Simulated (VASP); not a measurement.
# Hg (P6/mmm) in VASP: further runs, part 2 of 2

VASP 6.6.1. Earlier steps stand in the parts before.

## (5) Relaxation of shape and atoms at fixed volume, PBE+D3(BJ) (22.62 Å³/atom)

This run uses another cell than the first one, of 22.62 Å³/atom.

Contents of INCAR:

```
SYSTEM = Hg
PREC = Accurate ; ENCUT = 600
EDIFF = 1E-6 ; ISMEAR = 0
SIGMA = 0.1 ; LREAL = .FALSE.
LASPH = .TRUE. ; NELM = 80
ALGO = Fast ; ISIF = 4
LWAVE = .FALSE. ; LCHARG = .FALSE.
GGA = PE ; IVDW = 12
IBRION = 2 ; NSW = 50
EDIFFG = -0.01
```

Contents of KPOINTS:

```
regular mesh
0
G
  9 9 14
  0 0 0
```

Contents of POSCAR:

```
Hg
1.0
    5.1039565311      0.0000000000      0.0000000000
   -2.5519782656      4.4201560157      0.0000000000
    0.0000000000      0.0000000000      3.0079630479
Hg
3
Direct
    0.3333333333      0.6666666667      0.5000000000
    0.0000000000      0.0000000000      0.0000000000
    0.6666666667      0.3333333333      0.5000000000
```

Potentials or basis: VASP PAW PBE potentials, release 64 (Hg).

On the command line:

```console
$ cat potpaw_PBE.64/Hg/POTCAR > POTCAR
$ mpirun -np 1 vasp_std > vasp.out
```

OUTCAR:

```text
SYSTEM = Hg
   PREC = Accurate
   ENCUT = 600
   EDIFF = 1E-6
   ISMEAR = 0
   LREAL = .FALSE.
   LASPH = .TRUE.
   NELM = 80
   ISIF = 4
   GGA = PE
   IVDW = 12
   IBRION = 2
   NSW = 50
   EDIFFG = -0.01
 IVDW          = 12

 ion  position               nearest neighbor table
   1  0.333  0.667  0.500-   3 2.95   3 2.95   3 2.95   2 3.31   2 3.31   2 3.31   2 3.31   2 3.31
                             2 3.31
   2  0.000  0.000  0.000-   1 3.31   3 3.31   1 3.31   3 3.31   1 3.31   1 3.31   3 3.31   3 3.31
                             3 3.31   3 3.31   1 3.31   1 3.31
   3  0.667  0.333  0.500-   1 2.95   1 2.95   1 2.95   2 3.31   2 3.31   2 3.31   2 3.31   2 3.31
                             2 3.31

  LATTYP: Found a hexagonal cell.
 ALAT       =     5.1039565311
 C/A-ratio  =     0.5893394721

  Lattice vectors:

 A1 = (   5.1039565311,   0.0000000000,   0.0000000000)
 A2 = (  -2.5519782656,   4.4201560157,   0.0000000000)
 A3 = (   0.0000000000,   0.0000000000,   3.0079630479)

[... 182 lines left out ...]

 Edisp (eV)   -1.38981

 E8    (eV) :    -0.6292
[... 73 lines left out ...]
--------------------------------------- Ionic step        3  -------------------------------------------

 number of electron      36.0000011 magnetization

 Free energy of the ion-electron system (eV)
  ---------------------------------------------------
  ext. energy  EPLUGINS =         0.00000000
  ---------------------------------------------------
  free energy    TOTEN  =        -0.14718775 eV

  energy without entropy =       -0.14444731  energy(sigma->0) =       -0.14581753

 E-fermi :   3.0577     XC(G=0): -11.0907

 val. band max:        3.0093354807   @ k =   0.3333   0.0000   0.5000
 cond. band min:       3.0889598421   @ k =   0.1111   0.1111   0.3571
 fundamental gap:      0.0796243613
 Fermi energy:         3.0576790850

 k-point     1 :       0.0000    0.0000    0.0000
  band No.  band energies     occupation
      1      -6.3256      2.00000
      2      -5.1758      2.00000
      3      -4.5656      2.00000
      4      -4.3235      2.00000
      5      -4.1400      2.00000
      6      -4.1400      2.00000
[... 589 lines left out ...]
     21       7.2794      0.00000
     22      13.8753      0.00000

 [... further k-points ...]

------------------------ aborting loop because EDIFF is reached ----------------------------------------

 Edisp (eV)   -1.38977

 E8    (eV) :    -0.6292
[... 26 lines left out ...]
  FREE ENERGIE OF THE ION-ELECTRON SYSTEM (eV)
  ---------------------------------------------------
  free  energy   TOTEN  =        -1.5369553742 eV

  energy  without entropy=       -1.5342149418  energy(sigma->0) =       -1.53558516

 reached required accuracy - stopping structural energy minimisation
```

OSZICAR:

```text
N       E                     dE             d eps       ncg     rms          rms(c)
DAV:   1     0.325536615466E+03    0.32554E+03   -0.20612E+04  4224   0.180E+03
DAV:   2     0.907816713869E+01   -0.31646E+03   -0.30418E+03  4320   0.435E+02
[... 18 lines left out ...]
DAV:   1    -0.150061304174E+00   -0.29252E-02   -0.14864E-01  4542   0.293E+00    0.250E-01
RMM:   2    -0.148143621745E+00    0.19177E-02   -0.13048E-03  4224   0.292E-01    0.136E-01
RMM:   3    -0.147179921011E+00    0.96370E-03   -0.13700E-03  4229   0.255E-01    0.380E-02
RMM:   4    -0.147186658361E+00   -0.67373E-05   -0.62717E-05  4224   0.591E-02    0.237E-02
RMM:   5    -0.147187669204E+00   -0.10108E-05   -0.62763E-06  3030   0.153E-02    0.340E-03
RMM:   6    -0.147187746216E+00   -0.77012E-07   -0.96431E-07  2445   0.461E-03
   3 F= -.15369554E+01 E0= -.15355852E+01  d E =-.819574E-04
```

Run time: 1.9 min. Hardware: 1 thread of Intel Xeon 6975P-C (Granite Rapids), shared host; peak memory 0.31 GiB.

Results:

```yaml
Free_energy: -1.5370 eV
Energy_gained_by_relaxing: 0.0 meV/atom
Ionic_steps: 3
Pressure_after_relaxing: 5.5 GPa
Band_gap_on_the_k_mesh: zero (bands 18 and 19 overlap by 4.77 eV)
Dispersion_energy_per_atom: -0.463 eV
```

Final structure:
```yaml
crystal:
  lattice:
    - [5.09493, 0.00000, 0.00000]
    - [-2.54747, 4.41234, 0.00000]
    - [0.00000, 0.00000, 3.01863]
  atoms:
    - { symbol: Hg, position: [0.33333, 0.66667, 0.50000] }
    - { symbol: Hg, position: [0.00000, 0.00000, 0.00000] }
    - { symbol: Hg, position: [0.66667, 0.33333, 0.50000] }
```

Caveat: spin-orbit coupling is left out, which moves the levels of the heavy elements.

## (6) Relaxation of cell and atoms, PBE+D3(BJ)

This run uses another cell than the first one, of 25.61 Å³/atom.

Contents of INCAR:

```
SYSTEM = Hg
PREC = Accurate ; ENCUT = 600
EDIFF = 1E-6 ; ISMEAR = 0
SIGMA = 0.1 ; LREAL = .FALSE.
LASPH = .TRUE. ; NELM = 100
ALGO = Normal ; ISIF = 3
LWAVE = .FALSE. ; LCHARG = .FALSE.
GGA = PE ; IVDW = 12
IBRION = 2 ; NSW = 100
EDIFFG = -0.005
```

Contents of KPOINTS:

```
Automatic mesh
0
G
  9 9 14
  0 0 0
```

Contents of POSCAR:

```
Hg
1.0
    5.3526066616      0.0000000000      0.0000000000
   -2.6763033308      4.6354933454      0.0000000000
    0.0000000000      0.0000000000      3.0969184761
Hg
3
Direct
    0.3333333333      0.6666666667      0.5000000000
    0.0000000000      0.0000000000      0.0000000000
    0.6666666667      0.3333333333      0.5000000000
```

Potentials or basis: VASP PAW PBE potentials, release 64 (Hg).

On the command line:

```console
$ cat potpaw_PBE.64/Hg/POTCAR > POTCAR
$ mpirun -np 1 vasp_std > vasp.out
```

It took 12 min on 1 thread of AMD EPYC 9R45 (Zen 5), shared host; peak memory 0.32 GiB.

The run converged. Its results:

```
Free energy                           : -1.6852 eV
Relaxed volume                        : 26.00 Å³/atom
Relaxed cell                          : a = 5.346 Å, b = 5.346 Å, c = 3.151 Å, α = 90.00°, β = 90.00°, γ = 120.00°
Space group after relaxing (to 0.1 Å) : P6/mmm (No. 191)
Energy gained by relaxing             : 1.3 meV/atom
Ionic steps                           : 14
Pressure after relaxing               : 0.0 GPa
Band gap on the k mesh                : zero (bands 18 and 19 overlap by 3.46 eV)
Dispersion energy per atom            : -0.403 eV
```

Step by step:
```csv
step,energy change (eV),largest force (eV/Å),pressure (GPa),volume (Å³)
1,0.0000,0.0000,0.43,76.84
2,-0.0028,0.0000,0.06,77.60
3,-0.0032,0.0000,0.06,77.79
4,-0.0036,0.0000,-0.10,78.18
5,-0.0036,0.0000,-0.06,78.21
6,-0.0036,0.0000,-0.09,78.28
7,-0.0036,0.0000,-0.09,78.31
8,-0.0036,0.0000,-0.12,78.37
9,-0.0036,0.0000,-0.12,78.34
10,-0.0039,0.0000,-0.02,78.18
11,-0.0039,0.0000,0.00,78.11
12,-0.0040,0.0000,0.04,77.97
13,-0.0040,0.0000,-0.03,78.02
14,-0.0040,0.0000,0.02,77.99
```

Final structure:
```
Hg
1.0
     5.34567    0.00000    0.00000
    -2.67284    4.62949    0.00000
     0.00000    0.00000    3.15150
Hg
3
Direct
  0.33333 0.66667 0.50000
  0.00000 0.00000 0.00000
  0.66667 0.33333 0.50000
```

Levels at points of the mesh, in eV from the Fermi level:
| k point | band 15 | band 16 | band 17 | band 18 | band 19 | band 20 | band 21 | band 22 |
| --- | --- | --- | --- | --- | --- | --- | --- | --- |
| (0.00, 0.00, 0.00) | -5.76 | -5.76 | -1.30 | -0.90 | 1.83 | 1.83 | 1.89 | 1.89 |
| (0.00, 0.00, 0.50) | -5.50 | -3.25 | -2.78 | 2.39 | 3.17 | 3.33 | 3.69 | 4.12 |

Caveat: spin-orbit coupling is left out, which moves the levels of the heavy elements.

## (7) Single point, PBE+D3(BJ) (26.48 Å³/atom)

This run uses another cell than the first one, of 26.48 Å³/atom.

Contents of INCAR:

```
PREC = Accurate
ENCUT = 520
EDIFF = 1E-6
ISMEAR = 0
SIGMA = 0.1
LREAL = F
LASPH = T
NELM = 100
ALGO = Normal
ISIF = 2
LWAVE = F
LCHARG = F
GGA = PE
IVDW = 12
NBANDS = 25
```

Contents of KPOINTS:

```
regular mesh
0
Gamma
  9 9 14
```

Contents of POSCAR:

```
Hg
1.0
    5.3788795333      0.0000000000      0.0000000000
   -2.6894397666      4.6582463197      0.0000000000
    0.0000000000      0.0000000000      3.1699860249
Hg
3
Direct
    0.3333333333      0.6666666667      0.5000000000
    0.0000000000      0.0000000000      0.0000000000
    0.6666666667      0.3333333333      0.5000000000
```

On the command line:

```console
$ cat potpaw_PBE.64/Hg/POTCAR > POTCAR
$ mpirun -np 1 vasp_std > vasp.out
```

Run time: 61 s. Hardware: 1 thread of AMD EPYC 9R45 (Zen 5), shared host; peak memory 0.26 GiB.

The run converged. Its results:

```
Free energy                : -1.6839 eV
Pressure                   : -0.5 GPa
Band gap on the k mesh     : zero (bands 18 and 19 overlap by 3.27 eV)
Dispersion energy per atom : -0.396 eV
```

Levels at points of the mesh, in eV from the Fermi level:
| k point | band 15 | band 16 | band 17 | band 18 | band 19 | band 20 | band 21 | band 22 |
| --- | --- | --- | --- | --- | --- | --- | --- | --- |
| (0.00, 0.00, 0.00) | -5.77 | -5.77 | -1.35 | -0.97 | 1.81 | 1.81 | 1.88 | 1.88 |
| (0.00, 0.00, 0.50) | -5.52 | -3.27 | -2.77 | 2.25 | 3.08 | 3.28 | 3.66 | 4.08 |

Caveat: spin-orbit coupling is left out, which moves the levels of the heavy elements.

## (8) The runs side by side

| task | cell | cutoff (eV) | gap on the mesh (eV) | pressure (GPa) |
| --- | --- | --- | --- | --- |
| single point | a = 5.272, b = 5.272, c = 3.107 Å, angles 90.0, 90.0, 120.0°, 3 atoms | 520 | none | 1.2 |
| single point | a = 5.431, b = 5.431, c = 3.200 Å, angles 90.0, 90.0, 120.0°, 3 atoms | 520 | none | -1.0 |
| single point | a = 5.480, b = 5.480, c = 3.262 Å, angles 90.0, 90.0, 120.0°, 3 atoms | 520 | none | -1.4 |
| relaxation of shape and atoms at fixed volume | relaxed from a = 5.104, b = 5.104, c = 3.008 Å, angles 90.0, 90.0, 120.0°, 3 atoms | 600 | none | 5.5 |
| relaxation of cell and atoms | relaxed from a = 5.353, b = 5.353, c = 3.097 Å, angles 90.0, 90.0, 120.0°, 3 atoms | 600 | none | 0.0 |
| single point | a = 5.379, b = 5.379, c = 3.170 Å, angles 90.0, 90.0, 120.0°, 3 atoms | 520 | none | -0.5 |

Alike in all rows: level PBE+D3(BJ); potentials or basis VASP PAW PBE potentials, release 64 (Hg); no spin polarisation; k mesh 9 × 9 × 14; smearing gaussian 0.1 eV.

Caveats: spin-orbit coupling is left out, which moves the levels of the heavy elements.

Absolute energies hang on the potentials; compare differences alone.
